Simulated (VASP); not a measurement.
Set up this calculation in VASP 6.6.1, as the native input.

```
Task                   : relaxation of cell and atoms
Functional             : r2SCAN
Potentials or basis    : VASP PAW PBE potentials, release 64 (C)
Cutoff                 : 600 eV
k mesh                 : 10 × 10 × 10
Occupations            : gaussian, width 0.1 eV
Spin                   : no spin polarisation
Dipole correction      : no
Further INCAR settings : ALGO = Normal; EDIFF = 1e-06; IBRION = 2; EDIFFG = -0.04; NSW = 90; ISIF = 3
```

The system is C.

```xyz
1
Lattice="-1.2309 1.2309 1.8727 1.2309 -1.2309 1.8727 1.2309 1.2309 -1.8727" Properties=species:S:1:pos:R:3 pbc="T T T"
C     0.0000    0.0000    0.0000
```

These files were run (other wordings do the same):

POSCAR

```
C
1.0
   -1.2309364123      1.2309364123      1.8726901807
    1.2309364123     -1.2309364123      1.8726901807
    1.2309364123      1.2309364123     -1.8726901807
C
1
Direct
    0.0000000000      0.0000000000      0.0000000000
```

INCAR.step1

```
PREC = Accurate
ENCUT = 600
ISMEAR = 0
SIGMA = 0.1
LREAL = False
LASPH = True
NELM = 60
GGA = PE
ALGO = Normal
EDIFF = 1E-4
LWAVE = True
LCHARG = False
```

INCAR.step2

```
PREC = Accurate
ENCUT = 600
EDIFF = 1E-6
ISMEAR = 0
SIGMA = 0.1
LREAL = False
LASPH = True
NELM = 60
ALGO = Normal
ISIF = 3
LWAVE = False
LCHARG = False
METAGGA = R2SCAN
LMIXTAU = True
IBRION = 2
NSW = 90
EDIFFG = -0.04
ISTART = 1
```

KPOINTS

```
regular mesh
0
Gamma
  10 10 10
```

Potentials or basis: VASP PAW PBE potentials, release 64 (C).

Command:

```bash
$ cat potpaw_PBE.64/C/POTCAR > POTCAR
$ cp INCAR.step1 INCAR
$ mpirun -np 1 vasp_std > vasp.out
$ cp INCAR.step2 INCAR
$ mpirun -np 1 vasp_std > vasp.out
```

Results of the run:

| Property | Result |
| --- | --- |
| Relaxed volume | 7.42 Å³/atom |
| Relaxed cell | a = 3.083 Å, b = 3.083 Å, c = 3.083 Å, α = 149.75°, β = 149.75°, γ = 43.32° |
| Space group after relaxing (to 0.05 Å) | I4/mmm (No. 139) |
| Energy gained by relaxing | 2542.3 meV/atom |
| Ionic steps | 31 |
| Pressure after relaxing | 0.3 GPa |
| Band gap on the k mesh | zero (band 2 reaches 7.58 eV, above the bottom of band 3 at 5.05 eV) |

Caveat: the k points lie up to 0.55 Å⁻¹ apart in the final cell; the volume moved by over 15 % at a fixed basis, so the end points are rough; the PAW data sets were made with another functional, which shifts forces and pressure a little.

Run time: 8.2 min on 1 thread of AMD EPYC 9R45 96-Core Processor (Zen 5), on a shared host, peak memory 0.1 GiB.
